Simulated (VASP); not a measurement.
# Cu12HF in VASP: a series of runs, part 2 of 2

VASP 6.6.1.

## Step 4: Single point, PBE+D3(BJ)

INCAR reads:

```
SYSTEM = Cu12HF
ALGO = Normal
EDIFF = 1E-6
ENCUT = 520
GGA = PE
ISIF = 2
ISMEAR = -1
IVDW = 12
LASPH = .TRUE.
LCHARG = .FALSE.
LREAL = .FALSE.
LWAVE = .FALSE.
NBANDS = 83
NELM = 60
PREC = Accurate
SIGMA = 0.15
```

KPOINTS reads:

```
k-points
0
G
  4 4 1
  0 0 0
```

POSCAR reads:

```
Cu12HF
1.0
    5.1053110000      0.0000000000      0.0000000000
    2.5526550000      4.4213290000      0.0000000000
    0.0000000000      0.0000000000     17.1684690000
Cu F H
12 1 1
Direct
    0.1666667508      0.1666666290      0.0582463119
    0.6666666529      0.1666666290      0.0582463119
    0.1666665963      0.6666667421      0.0582463119
    0.6666666943      0.6666667421      0.0582463119
   -0.1664646978      0.3338500709      0.1770861455
    0.3326399136      0.3335071875      0.1772884932
   -0.1667568716      0.8331187297      0.1773760957
    0.3332033203      0.8338124125      0.1771876106
   -0.0007222161      0.0008673863      0.2958288243
    0.4997748572      0.0004281518      0.2964937060
    0.0000231599      0.5006374780      0.2967570958
    0.4996720332      0.5000851554      0.2955422525
    0.9315568551      0.4466046295      0.4573809115
    0.8317997787      0.3673784511      0.4274252410
```

Potentials or basis: VASP PAW PBE potentials, release 64 (Cu, F, H).

Started as:

```
$ cat potpaw_PBE.64/Cu/POTCAR potpaw_PBE.64/F/POTCAR potpaw_PBE.64/H/POTCAR > POTCAR
$ mpirun -np 1 vasp_std > vasp.out
```

OUTCAR:

```text
SYSTEM = Cu12HF
   EDIFF = 1E-6
   ENCUT = 520
   GGA = PE
   ISIF = 2
   ISMEAR = -1
   IVDW = 12
   LASPH = .TRUE.
   LREAL = .FALSE.
   NELM = 60
   PREC = Accurate
 IVDW          = 12

 ion  position               nearest neighbor table
   1  0.167  0.167  0.058-   5 2.52   8 2.52   6 2.52   2 2.55   3 2.55   4 2.55   3 2.55   2 2.55
                             4 2.55
   2  0.667  0.167  0.058-   5 2.52   7 2.52   6 2.52   4 2.55   1 2.55   3 2.55   1 2.55   4 2.55
                             3 2.55
   3  0.167  0.667  0.058-   8 2.52   6 2.52   7 2.52   4 2.55   2 2.55   1 2.55   1 2.55   4 2.55
                             2 2.55
   4  0.667  0.667  0.058-   5 2.52   8 2.52   7 2.52   2 2.55   3 2.55   1 2.55   3 2.55   1 2.55
                             2 2.55
   5  0.834  0.334  0.177-  12 2.51   9 2.51   4 2.52   1 2.52   2 2.52  11 2.53   6 2.55   7 2.55
                             8 2.55   8 2.55   7 2.56   6 2.56
   6  0.333  0.334  0.177-  12 2.51   1 2.52   3 2.52  10 2.52   2 2.52  11 2.52   5 2.55   8 2.55
                             7 2.55   7 2.56   8 2.56   5 2.56
   7  0.833  0.833  0.177-   9 2.51   4 2.52  10 2.52   3 2.52   2 2.52  11 2.52   5 2.55   6 2.55
[... 1069 lines left out ...]
 E8    (eV) :    -2.1290

  FORCE on cell =-STRESS in cart. coord.  units (eV):
  Direction    XX          YY          ZZ          XY          YZ          ZX
  --------------------------------------------------------------------------------------
  -------------------------------------------------------------------------------------
  Total      -6.04370    -6.16925     0.09225     0.08044     0.03076     0.10999
  in kB     -24.98658   -25.50565     0.38140     0.33254     0.12719     0.45472
  external pressure =      -16.70 kB  Pullay stress =        0.00 kB

 VOLUME and BASIS-vectors are now :
 -----------------------------------------------------------------------------
  energy-cutoff  :      520.00
  volume of cell :      387.53
      direct lattice vectors                 reciprocal lattice vectors
     5.105311000  0.000000000  0.000000000     0.195874453 -0.113088147  0.000000000
     2.552655000  4.421329000  0.000000000     0.000000000  0.226176337  0.000000000
     0.000000000  0.000000000 17.168469000     0.000000000  0.000000000  0.058246312

 POSITION                                       TOTAL-FORCE (eV/Angst)
 -----------------------------------------------------------------------------------
      1.27633      0.73689      1.00000        -0.004389     -0.001733     -0.032951
      3.82898      0.73689      1.00000         0.003593      0.002794      0.005896
      2.55265      2.94755      1.00000         0.003232      0.003065     -0.018676
      5.10531      2.94755      1.00000        -0.004103     -0.000724     -0.025673
      5.10766      1.47606      3.04030        -0.000522      0.000017     -0.000073
      2.54956      1.47454      3.04377         0.000596     -0.000299      0.000619
      6.38063      3.68349      3.04528        -0.000643      0.000350     -0.001198
      3.82954      3.68656      3.04204         0.000004     -0.000197     -0.000668
      5.10384      0.00384      5.07893        -0.001701     -0.000791      0.016186
      2.55260      0.00189      5.09034        -0.000555     -0.001471      0.020812
      1.27807      2.21348      5.09486         0.001157      0.002005      0.014303
      3.82753      2.21104      5.07401         0.002895      0.000104      0.022216
      5.89591      1.97459      7.85253         0.196895      0.096812      0.138610
      5.18439      1.62430      7.33824        -0.196458     -0.099931     -0.139401
 -----------------------------------------------------------------------------------
    total drift:                                0.000571     -0.000745      0.002689

  FREE ENERGIE OF THE ION-ELECTRON SYSTEM (eV)
  ---------------------------------------------------
  free  energy   TOTEN  =       -53.9180896660 eV

  energy  without entropy=      -53.5092152128  energy(sigma->0) =      -53.71365244
```

OSZICAR:

```text
N       E                     dE             d eps       ncg     rms          rms(c)
DAV:   1     0.138048356511E+04    0.13805E+04   -0.60194E+04  1660   0.216E+03
DAV:   2     0.177890799993E+03   -0.12026E+04   -0.11672E+04  1660   0.469E+02
DAV:   3    -0.316913832075E+02   -0.20958E+03   -0.19028E+03  2251   0.231E+02
[... 20 lines left out ...]
DAV:  24    -0.491337694719E+02   -0.82741E-05   -0.22943E-06  1256   0.318E-02    0.203E-03
DAV:  25    -0.491337742948E+02   -0.48229E-05   -0.84703E-07  1192   0.827E-03    0.763E-04
DAV:  26    -0.491337761798E+02   -0.18851E-05   -0.22364E-07  1096   0.625E-03    0.626E-04
DAV:  27    -0.491337775740E+02   -0.13942E-05   -0.15849E-07  1077   0.472E-03    0.394E-04
DAV:  28    -0.491337779423E+02   -0.36831E-06   -0.56299E-08  1104   0.377E-03
   1 F= -.53918090E+02 E0= -.53713652E+02  d E =-.408874E+00
```

stdout:

```text
POSCAR found type information on POSCAR CuF H
 POSCAR found :  3 types and      14 ions
 scaLAPACK will be used
 LDA part: xc-table for (Slater+PW92), standard interpolation
 POSCAR, INCAR and KPOINTS ok, starting setup
 FFT: planning ... GRIDC
 FFT: planning ... GRID_SOFT
 FFT: planning ... GRID
 WAVECAR not read
 entering main loop
```

Run time: 15 min. Hardware: 1 thread of Oxide Virtual Turin-like, shared host; peak memory 0.6 GiB.

Results:

| Quantity | Value |
| --- | --- |
| Free energy | -53.9181 eV |
| Largest force | 0.261 eV/Å |
| Band gap on the k mesh | zero (band 70 reaches -0.25 eV, above the bottom of band 71 at -0.30 eV) |
| Dispersion energy per atom | -0.342 eV |

Forces on the atoms (eV/Å):
```
Cu  -0.004 -0.002 -0.033
Cu   0.004  0.003  0.006
Cu   0.003  0.003 -0.019
Cu  -0.004 -0.001 -0.026
Cu  -0.001  0.000  0.000
Cu   0.001  0.000  0.001
Cu  -0.001  0.000 -0.001
Cu   0.000  0.000 -0.001
Cu  -0.002 -0.001  0.016
Cu  -0.001 -0.001  0.021
Cu   0.001  0.002  0.014
Cu   0.003  0.000  0.022
F    0.197  0.097  0.139
H   -0.196 -0.100 -0.139
```

With open d or f shells a metallic result of PBE can be an artefact of self-interaction; +U or a hybrid may open a gap.
